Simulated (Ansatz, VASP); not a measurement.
**One calculation of TiPt8, two programs**

```
CELL_PARAMETERS angstrom
-4.20634 4.20634 1.96684
4.20634 -4.20634 1.96684
4.20634 4.20634 -1.96684
ATOMIC_POSITIONS crystal
Ti 0.00000 0.00000 0.00000
Pt 0.33839 0.33839 0.67678
Pt 0.33839 0.66161 0.00000
Pt 0.66161 0.66161 0.32322
Pt 0.66161 0.33839 0.00000
Pt 0.00000 0.32881 0.32881
Pt 0.32881 0.00000 0.32881
Pt 0.00000 0.67119 0.67119
Pt 0.67119 0.00000 0.67119
```

Alike in both runs: functional r2SCAN; k mesh 9 × 9 × 9; occupations fermi-dirac, width 0.1 eV; no spin polarisation.

Ansatz relaxed the structure, and its values are those at the end. VASP's run is a single point on that final structure, the one shown.

```csv
,VASP,Ansatz
version,VASP 6.6.1,Ansatz 0.2.0
potentials or method,"VASP PAW PBE potentials, release 64 (Ti_sv, Pt), cutoff 520 eV",PAW plane waves
valence electrons in the cell,92,156
```

|  | VASP | Ansatz | Ansatz less VASP |
| --- | --- | --- | --- |
| pressure (GPa) | -4.3 | -5.0 | -0.69 |
| rms of the force components (eV/Å) | 0.008 | 0.000 | -0.0077 |

VASP's potentials were made for PBE, not for r2SCAN. VASP's potentials hold 92 valence electrons a cell and Ansatz's 156, so a difference there can come from the potentials and not from the codes. Ansatz's warnings: stress scf threshold loose.

Spin-orbit coupling is off throughout.
